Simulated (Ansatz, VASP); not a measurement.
## Two plane-wave programs on Al3BAs2

```
Al B As
1.0
     3.51588    0.00000    0.00000
    -1.75794    3.04484    0.00000
     0.00000    0.00000    8.95226
Al B As
3 1 2
Cartesian
  0.0000 2.0299 7.9825
  1.7579 1.0149 0.9697
  0.0000 0.0000 4.4761
  0.0000 0.0000 0.0000
  0.0000 2.0299 2.8586
  1.7579 1.0149 6.0937
```

Change from the starting cell: species swapped into the Li3LaBi2 type (P-3m1, No. 164).

Alike in both runs: functional PBE; k mesh 12 × 12 × 8; occupations gaussian, width 0.1 eV; no spin polarisation.

Ansatz relaxed the structure, and its values are those at the end. VASP's run is a single point on that final structure, the one shown.

|  | VASP | Ansatz |
| --- | --- | --- |
| version | VASP 6.6.1 | Ansatz 0.2.0 |
| potentials or method | VASP PAW PBE potentials, release 64 (Al, B, As), cutoff 520 eV | scalar-relativistic, plane waves, PAW |
| valence electrons in the cell | 22 | 42 |

Ansatz gave:

| Item | Value |
| --- | --- |
| gap on the k mesh at the Fermi level (eV) | none |
| pressure (GPa) | 0.0 |
| rms of the force components (eV/Å) | 0.000 |

**Question.** Which values does VASP return?

**Answer.** gap on the k mesh at the Fermi level (eV): none; pressure (GPa): 0.1; rms of the force components (eV/Å): 0.005.

A gap of «none» marks a metal or a gap that the smearing closes. The functional is the same, so the differences come from potentials, cutoffs and numerics. VASP's potentials hold 22 valence electrons a cell and Ansatz's 42, so a difference there can come from the potentials and not from the codes.
